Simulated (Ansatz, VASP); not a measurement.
**B2Pt in VASP and in Ansatz**

```
B Pt
1.0
     3.03817    0.00000    0.00000
    -1.51909    2.63114    0.00000
     0.00000    0.00000    7.17766
B Pt
4 2
Direct
  0.33333 0.66667 0.89069
  0.00000 0.00000 0.33639
  0.00000 0.00000 0.83639
  0.66667 0.33333 0.39069
  0.66667 0.33333 0.09644
  0.33333 0.66667 0.59644
```

Alike in both runs: functional PBE; dispersion D3(BJ); k mesh 6 × 6 × 4; occupations gaussian, width 0.1 eV; no spin polarisation.

Ansatz relaxed the structure, and its values are those at the end. VASP's run is a single point on that final structure, the one shown.

```csv
,VASP,Ansatz
version,VASP 6.6.1,Ansatz 0.2.0
potentials or method,"VASP PAW PBE potentials, release 64 (B, Pt), cutoff 520 eV","scalar-relativistic, plane waves, PAW"
valence electrons in the cell,32,48
```

|  | VASP | Ansatz | Ansatz less VASP |
| --- | --- | --- | --- |
| gap on the k mesh at the Fermi level (eV) | none | none | - |
| pressure (GPa) | -0.1 | 0.0 | +0.13 |
| rms of the force components (eV/Å) | 0.006 | 0.004 | -0.0019 |

A gap of «none» marks a metal or a gap that the smearing closes. VASP's potentials hold 32 valence electrons a cell and Ansatz's 48, so a difference there can come from the potentials and not from the codes.

The k mesh is coarse, so the values compare programs but aren't converged. Spin-orbit coupling is off throughout.
